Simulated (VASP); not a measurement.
# TlBr (Pm-3m) in VASP: notebook, part 2 of 2

VASP 6.6.1.

### 3 Electric field gradients, r2SCAN+D4

File POSCAR:

```
TlBr
1.0
    3.9800000000      0.0000000000      0.0000000000
    0.0000000000      3.9800000000      0.0000000000
    0.0000000000      0.0000000000      3.9800000000
Tl Br
1 1
Direct
    0.0000000000      0.0000000000      0.0000000000
    0.5000000000      0.5000000000      0.5000000000
```

File INCAR.step1:

```
  PREC = Accurate
  ENCUT = 440
  ISMEAR = -1
  SIGMA = 0.03
  LREAL = False
  LASPH = True
  NELM = 120
  NBANDS = 17
  GGA = PE
  ALGO = Normal
  EDIFF = 1E-5
  LWAVE = True
  LCHARG = False
  GGA_COMPAT = False
```

File INCAR.step2:

```
  PREC = Accurate
  ENCUT = 440
  EDIFF = 1E-8
  ISMEAR = -1
  SIGMA = 0.03
  LREAL = False
  LASPH = True
  NELM = 120
  ALGO = Normal
  ISIF = 2
  LWAVE = False
  LCHARG = False
  METAGGA = R2SCAN
  LMIXTAU = True
  IVDW = 13
  VDW_S6 = 1.0
  VDW_S8 = 0.6018749
  VDW_A1 = 0.51559235
  VDW_A2 = 5.77342911
  LEFG = True
  NBANDS = 17
  ISTART = 1
  GGA_COMPAT = False
```

File KPOINTS:

```
Automatic mesh
0
Gamma
  7 7 7
```

Potentials or basis: VASP PAW PBE potentials, release 64 (Tl_d, Br).

Run with:

```
> cat potpaw_PBE.64/Tl_d/POTCAR potpaw_PBE.64/Br/POTCAR > POTCAR
> cp INCAR.step1 INCAR
> mpirun -np 1 vasp_std > vasp.out
> cp INCAR.step2 INCAR
> mpirun -np 1 vasp_std > vasp.out
```

OUTCAR:

```text
PREC = Accurate
   ENCUT = 440
   EDIFF = 1E-8
   ISMEAR = -1
   LREAL = False
   LASPH = True
   NELM = 120
   ISIF = 2
   METAGGA = R2SCAN
   IVDW = 13
   ISTART = 1

 ion  position               nearest neighbor table
   1  0.000  0.000  0.000-   2 3.45   2 3.45   2 3.45   2 3.45   2 3.45   2 3.45   2 3.45   2 3.45

   2  0.500  0.500  0.500-   1 3.45   1 3.45   1 3.45   1 3.45   1 3.45   1 3.45   1 3.45   1 3.45

  LATTYP: Found a simple cubic cell.
 ALAT       =     3.9800000000

  Lattice vectors:

 A1 = (   3.9800000000,   0.0000000000,   0.0000000000)
 A2 = (   0.0000000000,   3.9800000000,   0.0000000000)
 A3 = (   0.0000000000,   0.0000000000,   3.9800000000)

Analysis of symmetry for initial positions (statically):
=====================================================================
 Subroutine PRICEL returns:
 Original cell was already a primitive cell.

 Routine SETGRP: Setting up the symmetry group for a
 simple cubic supercell.

 Subroutine GETGRP returns: Found 48 space group operations
 (whereof 48 operations were pure point group operations)
 out of a pool of 48 trial point group operations.

The static configuration has the point symmetry O_h .

Analysis of symmetry for dynamics (positions and initial velocities):
=====================================================================
 Subroutine PRICEL returns:
 Original cell was already a primitive cell.

 Routine SETGRP: Setting up the symmetry group for a
 simple cubic supercell.

 Subroutine GETGRP returns: Found 48 space group operations
 (whereof 48 operations were pure point group operations)
 out of a pool of 48 trial point group operations.

The dynamic configuration has the point symmetry O_h .

 Subroutine INISYM returns: Found 48 space group operations
 (whereof 48 operations are pure point group operations),
 and found     1 'primitive' translations

----------------------------------------------------------------------------------------

                                     Primitive cell

  volume of cell :      63.0448

  direct lattice vectors                    reciprocal lattice vectors
     3.980000000  0.000000000  0.000000000     0.251256281  0.000000000  0.000000000
     0.000000000  3.980000000  0.000000000     0.000000000  0.251256281  0.000000000
     0.000000000  0.000000000  3.980000000     0.000000000  0.000000000  0.251256281

  length of vectors
     3.980000000  3.980000000  3.980000000     0.251256281  0.251256281  0.251256281

  position of ions in fractional coordinates (direct lattice)
     0.000000000  0.000000000  0.000000000
     0.500000000  0.500000000  0.500000000

  ion indices of the primitive-cell ions
   primitive index   ion index
                 1           1
                 2           2

----------------------------------------------------------------------------------------

 KPOINTS: Automatic mesh

Automatic generation of k-mesh.
 Grid dimensions read from file:
 generate k-points for:    7    7    7

 Generating k-lattice:

[... 65 lines left out ...]
   TEBEG  =    0.0;   TEEND  =   0.0 temperature during run
   PSTRESS=    0.0 pullay stress
   NELECT =      20.0000    total number of electrons
   NUPDOWN=      -1.0000    fix difference up-down
   EMIN   =  10.00;   EMAX   =-10.00  energy-range for DOS
   EFERMI =   0.00;   METHOD = LEGACY
   ISMEAR =    -1;   SIGMA  =   0.03  broadening in eV -4-tet -1-fermi 0-gaus
   EFERMI_NEDOS =   21; number of points for ismear=-14 and -15
   IALGO  =     38    algorithm
   IMIX   =      4    mixing-type and parameters
     AMIX     =   0.40;   BMIX     =  1.00
     AMIX_MAG =   1.60;   BMIX_MAG =  1.00
  volume/ion in A,a.u.               =      31.52       212.72
  Fermi-wavevector in a.u.,A,eV,Ry     =   1.116525  2.109926 16.961403  1.246628
  Thomas-Fermi vector in A             =   2.253140
   LORBIT       =      0    0 simple, 1 ext, 2 COOP (PROOUT), +10 PAW based schemes
   METAGGA = R2SCAN    functional components
   LHFCALC =     F    Hartree Fock is set to
   AEXX    =    0.0000 exact exchange contribution
   IVDW    =    13    specifies the selected vdW correction
   LEPSILON=     F    determine dielectric tensor
   LRPA    =     F    only Hartree local field effects (RPA)
 non-spin polarized calculation
  energy-cutoff  :      440.00
  volume of cell :       63.04
 maximum number of plane-waves:      1357
 NGX is ok and might be reduce to    28
   NGX = 13   NGY = 13   NGZ = 13

 number of electron      20.0000001 magnetization

 Free energy of the ion-electron system (eV)
  ---------------------------------------------------
  ext. energy  EPLUGINS =         0.00000000
  ---------------------------------------------------
  free energy    TOTEN  =       -68.38043885 eV

  energy without entropy =      -68.38043885  energy(sigma->0) =      -68.38043885

 E-fermi :   2.5627     XC(G=0):  -9.4266

 val. band max:        1.9317877466   @ k =   0.4286   0.0000   0.0000
 cond. band min:       4.6399471585   @ k =   0.4286   0.0000   0.0000
 fundamental gap:      2.7081594119
 Fermi energy:         2.5627112273

 k-point     1 :       0.0000    0.0000    0.0000
  band No.  band energies     occupation
      1     -12.1540      2.00000
      2      -8.3771      2.00000
      3      -8.3771      2.00000
      4      -8.1955      2.00000
      5      -8.1955      2.00000
      6      -8.1955      2.00000
[... 377 lines left out ...]
      4      -8.2990      2.00000
      5      -8.1583      2.00000
      6      -8.1583      2.00000
[... 9 lines left out ...]
     16      15.3017      0.00000
     17      19.3574      0.00000

------------------------ aborting loop because EDIFF is reached ----------------------------------------

  DFT-D4 for vdW energy calculation

  Edisp (eV):   -0.22487

  FORCE on cell =-STRESS in cart. coord.  units (eV):
  Direction    XX          YY          ZZ          XY          YZ          ZX
  --------------------------------------------------------------------------------------
  -------------------------------------------------------------------------------------
  Total       0.29222     0.29222     0.29222     0.00000     0.00000     0.00000
  in kB       7.42621     7.42621     7.42621     0.00000     0.00000     0.00000
  external pressure =        7.43 kB  Pullay stress =        0.00 kB

 VOLUME and BASIS-vectors are now :
 -----------------------------------------------------------------------------
  energy-cutoff  :      440.00
  volume of cell :       63.04
      direct lattice vectors                 reciprocal lattice vectors
     3.980000000  0.000000000  0.000000000     0.251256281  0.000000000  0.000000000
     0.000000000  3.980000000  0.000000000     0.000000000  0.251256281  0.000000000
     0.000000000  0.000000000  3.980000000     0.000000000  0.000000000  0.251256281

 POSITION                                       TOTAL-FORCE (eV/Angst)
 -----------------------------------------------------------------------------------
      0.00000      0.00000      0.00000         0.000000      0.000000      0.000000
      1.99000      1.99000      1.99000         0.000000      0.000000      0.000000
 -----------------------------------------------------------------------------------
    total drift:                                0.000000      0.000000      0.000000

  FREE ENERGIE OF THE ION-ELECTRON SYSTEM (eV)
  ---------------------------------------------------
  free  energy   TOTEN  =       -68.6053074936 eV

  energy  without entropy=      -68.6053074936  energy(sigma->0) =      -68.60530749

 Electric field gradients (V/A^2)
---------------------------------------------------------------------
 ion       V_xx      V_yy      V_zz      V_xy      V_xz      V_yz
---------------------------------------------------------------------
   1       0.000    -0.000    -0.000    -0.000    -0.000    -0.000
   2      -0.000    -0.000    -0.000    -0.000    -0.000    -0.000
---------------------------------------------------------------------

 Electric field gradients after diagonalization (V/A^2)
 (convention: |V_zz| > |V_xx| > |V_yy|)
----------------------------------------------------------------------
 ion       V_xx      V_yy      V_zz     asymmetry (V_yy - V_xx)/ V_zz
----------------------------------------------------------------------
   1       0.000    -0.000    -0.000       1.373
   2      -0.000    -0.000    -0.000      -0.578
----------------------------------------------------------------------

           NMR quadrupolar parameters

 Cq : quadrupolar parameter    Cq=e*Q*V_zz/h
 eta: asymmetry parameters     (V_yy - V_xx)/ V_zz
 Q  : nuclear electric quadrupole moment in mb (millibarn)
----------------------------------------------------------------------
 ion       Cq(MHz)       eta       Q (mb)
----------------------------------------------------------------------
   1      -0.000       1.373       1.000
   2      -0.000      -0.578       1.000
----------------------------------------------------------------------
```

Wall time 2.3 min (1 thread of AMD EPYC 7R13, shared host); peak memory 0.14 GiB.

What came out:

```yaml
Free_energy: -68.6053 eV
Pressure: 0.7 GPa
Band_gap_on_the_k_mesh: 2.71 eV
Largest_electric_field_gradient_by_atom: zero within the noise of the run
Dispersion_energy_per_atom: -0.112 eV
```

Caveat: the PAW data sets were made with another functional, which shifts forces and pressure a little; spin-orbit coupling is left out, which moves the levels of the heavy elements; an odd mesh through Γ misses points on the zone boundary, where band edges can lie.
